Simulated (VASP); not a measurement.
A run of VASP 6.6.1:

POSCAR

```
SiGe
1.0
    3.9043776428      0.0000000000      0.0000000000
   -1.9521888214      3.3812902246      0.0000000000
    0.0000000000      0.0000000000      6.4536796666
Si Ge
2 2
Direct
    0.6666666667      0.3333333333      0.8744661519
    0.3333333333      0.6666666667      0.3744661519
    0.6666666667      0.3333333333      0.5005328481
    0.3333333333      0.6666666667      0.0005328481
```

The input INCAR.step1:

```
SYSTEM = SiGe
ALGO = Normal
EDIFF = 1E-4
ENCUT = 520
GGA = PE
ISMEAR = 0
LASPH = .True.
LCHARG = .False.
LREAL = .False.
LWAVE = .True.
NBANDS = 26
NELM = 100
PREC = Accurate
SIGMA = 0.02
```

INCAR.step2

```
SYSTEM = SiGe
ALGO = Normal
EDIFF = 1E-7
ENCUT = 520
ISIF = 2
ISMEAR = 0
ISTART = 1
LASPH = .True.
LCHARG = .False.
LMIXTAU = .True.
LREAL = .False.
LWAVE = .False.
METAGGA = R2SCAN
NBANDS = 26
NELM = 100
PREC = Accurate
SIGMA = 0.02
```

KPOINTS

```
k-points
0
Gamma
  12 12 4
  0 0 0
```

Potentials or basis: VASP PAW PBE potentials, release 64 (Si, Ge_d).

The run is started by

```console
$ cat potpaw_PBE.64/Si/POTCAR potpaw_PBE.64/Ge_d/POTCAR > POTCAR
$ cp INCAR.step1 INCAR
$ mpirun -np 1 vasp_std > vasp.out
$ cp INCAR.step2 INCAR
$ mpirun -np 1 vasp_std > vasp.out
```

Hardware: 1 thread of Oxide Virtual Turin-like Processor (shared host).

Q: How long does it take, and how much memory?

A: It took 7 min on 1 thread of Oxide Virtual Turin-like Processor (shared host), peak memory 0.24 GiB. Counts: k points 57.
